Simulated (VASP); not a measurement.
**Hf: single point with PBE**

The system is Hf.

```
CELL_PARAMETERS angstrom
2.62628 0.00000 0.00000
0.00000 2.62628 0.00000
0.00000 0.00000 2.62628
ATOMIC_POSITIONS crystal
Hf 0.00000 0.00000 0.00000
```

* Program: VASP 6.6.1
* Task: single point
* Functional: PBE
* Potentials or basis: VASP PAW PBE potentials, release 64 (Hf_pv)
* Cutoff: 520 eV
* k mesh: 15 × 15 × 15
* Occupations: fermi-dirac, width 0.05 eV
* Spin: no spin polarisation
* Dipole correction: no
* Further INCAR settings: ALGO = Normal; EDIFF = 1e-06; NBANDS = 11

* Pressure: 39.2 GPa
* Band gap on the k mesh: zero (band 5 reaches 7.01 eV, above the bottom of band 6 at 3.67 eV)

Levels at points of the mesh, in eV from the Fermi level:
| k point | band 1 | band 2 | band 3 | band 4 | band 5 | band 6 | band 7 | band 8 | band 9 | band 10 |
| --- | --- | --- | --- | --- | --- | --- | --- | --- | --- | --- |
| (0.00, 0.00, 0.00) | -28.95 | -28.95 | -28.95 | -7.31 | -2.32 | -2.32 | 8.97 | 8.97 | 8.97 | 13.98 |

It took 12 s on 1 thread of Intel(R) Xeon(R) Platinum 8259CL CPU @ 2.50GHz (Skylake/Cascade Lake) (shared host), peak memory 0.14 GiB.

Caveat: spin-orbit coupling is left out, which moves the levels of the heavy elements.
